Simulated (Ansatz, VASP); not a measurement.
**Two plane-wave programs on InP**

The input INCAR:

```
PREC = Accurate ; ENCUT = 600
EDIFF = 1E-7 ; ISMEAR = -1
SIGMA = 0.15 ; LREAL = False
LASPH = True ; NELM = 100
ALGO = Normal ; ISIF = 3
LWAVE = False ; LCHARG = False
GGA = PE ; IBRION = 2
NSW = 80 ; EDIFFG = -0.001
```

Contents of KPOINTS:

```
Automatic mesh
0
Gamma
  14 14 14
```

Contents of POSCAR:

```
InP
1.0
    0.0000000000      2.7701604164      2.7701604164
    2.7701604164      0.0000000000      2.7701604164
    2.7701604164      2.7701604164      0.0000000000
In P
1 1
Direct
    0.0000000000      0.0000000000      0.0000000000
    0.5000000000      0.5000000000      0.5000000000
```

Input for Ansatz:

```yaml
crystal:
  lattice:
    - [0.0, 2.7701604149, 2.7701604149]
    - [2.7701604149, 0.0, 2.7701604149]
    - [2.7701604149, 2.7701604149, 0.0]
  atoms:
    - { symbol: In, position: [0.0, 0.0, 0.0] }
    - { symbol: P, position: [0.5, 0.5, 0.5] }
basis:
  ecutwfc: 420
kpoints:
  mp_grid: { grid: [14, 14, 14] }
hamiltonian:
  xc: pbe
scf:
  occupations: { method: fermi_dirac, width: 0.15 }
output:
  forces: true
  stress: true
  eigenvalues: true
relax:
  adjacent_minimum: "off"
  f_tol: 0.001
  max_steps: 60
  cell: { stress_tol: 0.01 }
```

Alike in both runs: task relaxation of cell and atoms; functional PBE; k mesh 14 × 14 × 14; occupations fermi-dirac, width 0.15 eV; no spin polarisation.

|  | VASP | Ansatz |
| --- | --- | --- |
| version | VASP 6.6.1 | Ansatz 0.2.0 |
| potentials or method | VASP PAW PBE potentials, release 64 (In_d, P), cutoff 600 eV | scalar-relativistic, plane waves, PAW |
| valence electrons in the cell | 18 | 18 |

|  | VASP | Ansatz | Ansatz less VASP |
| --- | --- | --- | --- |
| gap on the k mesh at the Fermi level, each at its own relaxed structure (eV) | none | none | - |
| relaxed volume (Å³/atom) | 21.30 | 21.30 | -0.003 |
| relaxed cell length with the largest relative difference (Å) | 3.920 | 3.920 | -0.0002 |

A gap of «none» marks a metal or a gap that the smearing closes.
